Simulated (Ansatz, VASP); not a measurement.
CuAu: VASP beside Ansatz

```
Cu Au
1.0
     2.80000    0.00000    0.00000
     0.00000    2.80000    0.00000
     0.00000    0.00000    3.63330
Cu Au
1 1
Direct
  0.50000 0.50000 0.50000
  0.00000 0.00000 0.00000
```

Change from the starting cell: zz strain of -1 %.

Alike in both runs: task single point; functional PBEsol; k mesh 13 × 13 × 10; occupations fermi-dirac, width 0.05 eV; no spin polarisation.

|  | VASP | Ansatz |
| --- | --- | --- |
| version | VASP 6.6.1 | Ansatz 0.2.0 |
| potentials or method | VASP PAW PBE potentials, release 64 (Cu, Au), cutoff 520 eV | all-electron LAPW, scalar-relativistic |

|  | VASP | Ansatz | Ansatz less VASP |
| --- | --- | --- | --- |
| pressure (GPa) | -0.4 | -0.4 | -0.01 |
| traceless stress, the component that is largest in VASP (GPa) | 0.66 | 0.58 | -0.084 |

VASP's potentials were made for PBE, not for PBEsol. Ansatz ran all-electron here, and VASP with PAW potentials.

Spin-orbit coupling is off throughout.
